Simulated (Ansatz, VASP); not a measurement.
One calculation of CdTe, two programs

```xyz
2
Lattice="0.0000 3.4929 2.9689 3.4929 0.0000 2.9689 3.4929 3.4929 0.0000" Properties=species:S:1:pos:R:3 pbc="T T T"
Cd    0.0000    0.0000    0.0000
Te    5.2393    5.2393    4.4534
```

Alike in both runs: task single point; functional PBE; k mesh 10 × 10 × 10; occupations gaussian, width 0.05 eV; no spin polarisation.

|  | VASP | Ansatz |
| --- | --- | --- |
| version | VASP 6.6.1 | Ansatz 0.2.0 |
| potentials or method | VASP PAW PBE potentials, release 64 (Cd, Te), cutoff 520 eV | scalar-relativistic, plane waves, PAW |
| valence electrons in the cell | 18 | 36 |

|  | VASP | Ansatz | Ansatz less VASP |
| --- | --- | --- | --- |
| gap on the k mesh at the Fermi level (eV) | 0.27 | 0.27 | +0.001 |
| least direct gap on the mesh (eV) | 0.27 | 0.27 | +0.001 |
| pressure (GPa) | -0.2 | -0.4 | -0.11 |
| traceless stress, the component that is largest in VASP (GPa) | 1.32 | 1.33 | +0.011 |

The functional is the same, so the differences come from potentials, cutoffs and numerics. VASP's potentials hold 18 valence electrons a cell and Ansatz's 36, so a difference there can come from the potentials and not from the codes.

Neither program's run includes spin-orbit coupling.
